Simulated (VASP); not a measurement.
Crystal: Ge.

```
CELL_PARAMETERS angstrom
1.37827 -2.56537 0.00000
1.37827 2.56537 0.00000
0.00000 0.00000 2.66176
ATOMIC_POSITIONS crystal
Ge 0.50000 0.50000 0.00000
```

Base run:

* Program: VASP 6.6.1
* Functional: PBE
* Potentials or basis: VASP PAW PBE potentials, release 64 (Ge_d)
* Cutoff: 520 eV
* k mesh: 11 × 11 × 10
* Occupations: fermi-dirac, width 0.05 eV
* Spin: no spin polarisation

Its results: band gap on the k mesh zero (band 7 reaches 13.54 eV, above the bottom of band 8 at 4.11 eV); pressure 2.0 GPa.

Q: The run is repeated on the same cell with these changes: functional from PBE to r2SCAN. What comes out?

A: Band gap on the k mesh zero (band 7 reaches 13.77 eV, above the bottom of band 8 at 3.87 eV); pressure -0.6 GPa.

Caveats: the PAW data sets were made with another functional, which shifts forces and pressure a little (some runs).
